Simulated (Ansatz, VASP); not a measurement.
**One calculation of Si, two programs**

The input INCAR:

```
ALGO = Normal
EDIFF = 1E-6
ENCUT = 500
GGA = PE
GGA_COMPAT = False
ISIF = 2
ISMEAR = 0
LASPH = True
LCHARG = False
LREAL = False
LWAVE = False
NBANDS = 11
NELM = 120
PREC = Accurate
SIGMA = 0.01
```

The input KPOINTS:

```
k-points
0
Gamma
  6 6 6
```

The input POSCAR:

```
Si
1.0
    0.0000000000      2.7315311198      2.7315311198
    2.7315311198      0.0000000000      2.7315311198
    2.7315311198      2.7315311198      0.0000000000
Si
2
Direct
    0.7500000000      0.7500000000      0.7500000000
    0.5000000000      0.5000000000      0.5000000000
```

Input for Ansatz:

```yaml
crystal:
  lattice:
    - [0.0, 2.7315311197539405, 2.7315311197539405]
    - [2.7315311197539405, 0.0, 2.7315311197539405]
    - [2.7315311197539405, 2.7315311197539405, 0.0]
  atoms:
    - { symbol: Si, position: [0.75, 0.75, 0.75] }
    - { symbol: Si, position: [0.5, 0.5, 0.5] }
kpoints:
  mp_grid:
    grid: [6, 6, 6]
hamiltonian:
  xc: pbe
  pseudopotentials:
    kind: all_electron
    lapw:
      basis_error: 0.002
scf:
  max_iter: 60
  algorithm: direct_min
  occupations:
    method: fixed
```

Alike in both runs: task single point; functional PBE; k mesh 6 × 6 × 6; no spin polarisation.

|  | VASP | Ansatz |
| --- | --- | --- |
| version | VASP 6.6.1 | Ansatz 0.2.0 |
| potentials or method | VASP PAW PBE potentials, release 64 (Si), cutoff 500 eV | all-electron (LAPW or listed datasets) |
| occupations | gaussian, width 0.01 eV | fixed |

```csv
,VASP,Ansatz,Ansatz less VASP
gap on the k mesh at the Fermi level (eV),0.74,0.74,0.000
```

Ansatz ran all-electron here, and VASP with PAW potentials.
